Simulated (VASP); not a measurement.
# WS2 (P6_3/mmc) in VASP: further runs, part 2 of 2

VASP 6.6.1. Earlier steps stand in the parts before.

### Step 3. Single point, LDA

This run uses another cell than the first one, of 17.15 Å³/atom, 1.027 times its volume.

File INCAR:

```
SYSTEM = WS2
  PREC = Accurate
  ENCUT = 520
  EDIFF = 1E-7
  ISMEAR = 0
  SIGMA = 0.05
  LREAL = .False.
  LASPH = .True.
  NELM = 80
  ALGO = Normal
  ISIF = 2
  LWAVE = .False.
  LCHARG = .False.
  NBANDS = 35
```

File KPOINTS:

```
Automatic mesh
0
Gamma
  12 12 4
  0 0 0
```

File POSCAR:

```
WS2
1.0
    3.1265905160      0.0000000000      0.0000000000
   -1.5632952580      2.7077068141      0.0000000000
    0.0000000000      0.0000000000     12.1520250223
W S
2 4
Direct
    0.3333333333      0.6666666667      0.2500000000
    0.6666666667      0.3333333333      0.7500000000
    0.3333333333      0.6666666667      0.6420050976
    0.6666666667      0.3333333333      0.1420050976
    0.3333333333      0.6666666667      0.8579949024
    0.6666666667      0.3333333333      0.3579949024
```

Potentials or basis: VASP PAW LDA potentials, release 64 (W_sv, S).

Launch:

```console
$ cat potpaw_LDA.64/W_sv/POTCAR potpaw_LDA.64/S/POTCAR > POTCAR
$ mpirun -np 1 vasp_std > vasp.out
```

OUTCAR:

```text
SYSTEM = WS2
   PREC = Accurate
   ENCUT = 520
   EDIFF = 1E-7
   ISMEAR = 0
   LREAL = .False.
   LASPH = .True.
   NELM = 80
   ISIF = 2

 ion  position               nearest neighbor table
   1  0.333  0.667  0.250-   4 2.23   6 2.23   4 2.23   6 2.23   4 2.23   6 2.23
   2  0.667  0.333  0.750-   3 2.23   5 2.23   3 2.23   5 2.23   3 2.23   5 2.23
   3  0.333  0.667  0.642-   2 2.23   2 2.23   2 2.23   5 2.62
   4  0.667  0.333  0.142-   1 2.23   1 2.23   1 2.23   6 2.62
   5  0.333  0.667  0.858-   2 2.23   2 2.23   2 2.23   3 2.62
   6  0.667  0.333  0.358-   1 2.23   1 2.23   1 2.23   4 2.62

  LATTYP: Found a hexagonal cell.
 ALAT       =     3.1265905160
 C/A-ratio  =     3.8866698278

  Lattice vectors:

 A1 = (   3.1265905160,   0.0000000000,   0.0000000000)
 A2 = (  -1.5632952580,   2.7077068141,   0.0000000000)
 A3 = (   0.0000000000,   0.0000000000,  12.1520250223)

Analysis of symmetry for initial positions (statically):
=====================================================================
 Subroutine PRICEL returns:
 Original cell was already a primitive cell.

 Routine SETGRP: Setting up the symmetry group for a
 hexagonal supercell.
[... 175 lines left out ...]

  energy without entropy =      -49.26238455  energy(sigma->0) =      -49.26281962

 E-fermi :   8.2004     XC(G=0): -11.1024

 val. band max:        8.0111150701   @ k =   0.0833   0.0000   0.5000
 cond. band min:       8.2008173959   @ k =   0.0833   0.0000   0.2500
 fundamental gap:      0.1897023258
 Fermi energy:         8.2004381994

 k-point     1 :       0.0000    0.0000    0.0000
  band No.  band energies     occupation
      1     -66.3104      2.00000
      2     -66.3104      2.00000
      3     -31.0068      2.00000
      4     -31.0067      2.00000
      5     -30.9050      2.00000
      6     -30.9050      2.00000
[... 901 lines left out ...]
     34      12.7157      0.00000
     35      13.7525      0.00000

 [... further k-points ...]
[... 5 lines left out ...]
  --------------------------------------------------------------------------------------
  -------------------------------------------------------------------------------------
  Total       18.3720352     18.3720352     36.2304901      0.0000000      0.0000000      0.0000000
  in kB      286.1189034    286.1189034    564.2395078      0.0000000      0.0000000      0.0000000
  external PRESSURE =     378.8257715 kB  Pullay stress =       0.0000000 kB

 VOLUME and BASIS-vectors are now :
 -----------------------------------------------------------------------------
  energy-cutoff  :      520.00
  volume of cell :      102.88
      direct lattice vectors                 reciprocal lattice vectors
     3.126590516  0.000000000  0.000000000     0.319837214  0.184658102  0.000000000
    -1.563295258  2.707706814  0.000000000     0.000000000  0.369316203  0.000000000
     0.000000000  0.000000000 12.152025022     0.000000000  0.000000000  0.082290811

 POSITION                                       TOTAL-FORCE (eV/Angst)
 -----------------------------------------------------------------------------------
     -0.00000      1.80514      3.03801         0.000000     -0.000000      0.000000
      1.56330      0.90257      9.11402         0.000000      0.000000      0.000000
     -0.00000      1.80514      7.80166        -0.000000     -0.000000     -7.093039
      1.56330      0.90257      1.72565         0.000000     -0.000000     -7.093039
     -0.00000      1.80514     10.42638         0.000000      0.000000      7.093039
      1.56330      0.90257      4.35036        -0.000000     -0.000000      7.093039
 -----------------------------------------------------------------------------------
    total drift:                               -0.000000      0.000000     -0.000000

  FREE ENERGIE OF THE ION-ELECTRON SYSTEM (eV)
  ---------------------------------------------------
  free  energy   TOTEN  =       -49.2632546831 eV

  energy  without entropy=      -49.2623845486  energy(sigma->0) =      -49.26281962
```

OSZICAR:

```text
N       E                     dE             d eps       ncg     rms          rms(c)
DAV:   1     0.534167752181E+03    0.53417E+03   -0.28775E+04  4318   0.150E+03
DAV:   2    -0.176278394781E+02   -0.55180E+03   -0.53359E+03  4567   0.421E+02
DAV:   3    -0.509479147452E+02   -0.33320E+02   -0.32841E+02  4978   0.100E+02
DAV:   4    -0.517096194908E+02   -0.76170E+00   -0.75783E+00  4908   0.159E+01
DAV:   5    -0.517264707222E+02   -0.16851E-01   -0.16832E-01  4837   0.248E+00    0.567E+01
DAV:   6    -0.495457637497E+02    0.21807E+01   -0.57043E+00  4596   0.157E+01    0.252E+01
DAV:   7    -0.492917509422E+02    0.25401E+00   -0.10732E+00  4645   0.502E+00    0.766E+00
DAV:   8    -0.492691816362E+02    0.22569E-01   -0.15990E-01  4798   0.222E+00    0.160E+00
DAV:   9    -0.492643371538E+02    0.48445E-02   -0.12691E-02  4795   0.614E-01    0.945E-01
DAV:  10    -0.492632834043E+02    0.10537E-02   -0.10153E-02  4552   0.484E-01    0.155E-01
DAV:  11    -0.492632569583E+02    0.26446E-04   -0.11334E-03  4365   0.177E-01    0.370E-02
DAV:  12    -0.492632537812E+02    0.31771E-05   -0.57265E-05  4731   0.516E-02    0.135E-02
DAV:  13    -0.492632547418E+02   -0.96061E-06   -0.38768E-06  4753   0.126E-02    0.692E-03
DAV:  14    -0.492632546599E+02    0.81905E-07   -0.12488E-06  4179   0.515E-03    0.132E-03
DAV:  15    -0.492632546831E+02   -0.23215E-07   -0.15017E-07  3083   0.206E-03
   1 F= -.49263255E+02 E0= -.49262820E+02  d E =-.870134E-03
```

stdout:

```text
POSCAR found type information on POSCAR W S
 POSCAR found :  2 types and       6 ions
 scaLAPACK will be used
 LDA part: xc-table for (Slater(with rela. corr.)+CA(PZ))
 , standard interpolation
 POSCAR, INCAR and KPOINTS ok, starting setup
 FFT: planning ... GRIDC
 FFT: planning ... GRID_SOFT
 FFT: planning ... GRID
 WAVECAR not read
 entering main loop
```

Wall time 2.2 min (1 thread of Intel Xeon Platinum 8488C (Sapphire Rapids), shared host); peak memory 0.29 GiB.

Results:

* Free energy: -49.2633 eV
* Pressure: 37.9 GPa
* Largest force: 7.093 eV/Å
* Band gap on the k mesh: zero (band 26 reaches 8.61 eV, above the bottom of band 27 at 7.66 eV)

Forces in eV/Å, atoms in the order of the input:
```
W    0.000  0.000  0.000
W    0.000  0.000  0.000
S    0.000  0.000 -7.093
S    0.000  0.000 -7.093
S    0.000  0.000  7.093
S    0.000  0.000  7.093
```

Caveat: spin-orbit coupling is left out, which moves the levels of the heavy elements; forces of over 1 eV/Å act on the atoms, so gaps and moduli don't describe the material at rest.
